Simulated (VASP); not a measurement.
Runs of VASP 6.6.1 on SbPt. The structure is that of space group P6_3/mmc (No. 194), or close to it. The cells are those of the table. 

| cell | gap on the mesh (eV) | pressure (GPa) |
| --- | --- | --- |
| a = 4.149, b = 4.149, c = 5.453 Å, angles 90.0, 90.0, 120.0°, 4 atoms | none | (a) |
| a = 4.037, b = 4.037, c = 5.358 Å, angles 90.0, 90.0, 120.0°, 4 atoms | none | 14.8 |
| a = 4.075, b = 4.075, c = 5.391 Å, angles 90.0, 90.0, 120.0°, 4 atoms | none | 9.8 |
| a = 4.101, b = 4.101, c = 5.412 Å, angles 90.0, 90.0, 120.0°, 4 atoms | none | 6.8 |
| a = 4.129, b = 4.129, c = 5.436 Å, angles 90.0, 90.0, 120.0°, 4 atoms | none | (b) |
| a = 4.160, b = 4.160, c = 5.462 Å, angles 90.0, 90.0, 120.0°, 4 atoms | none | 0.8 |

Alike in all rows: task single point; level PBEsol; potentials or basis VASP PAW PBE potentials, release 64 (Sb, Pt); no spin polarisation; k mesh 12 × 12 × 8; cutoff (eV) 520; smearing fermi-dirac 0.08 eV.

Fill in the values left out.

(a) 1.8; (b) 3.8.

Caveats: the PAW data sets were made with another functional, which shifts forces and pressure a little; spin-orbit coupling is left out, which moves the levels of the heavy elements; the cell stands under pressure (at least some runs).

A k mesh can miss the band edges, and the runs leave out spin-orbit coupling on Pt, Sb.

A gap of «none» marks levels without a gap at the run's occupations.
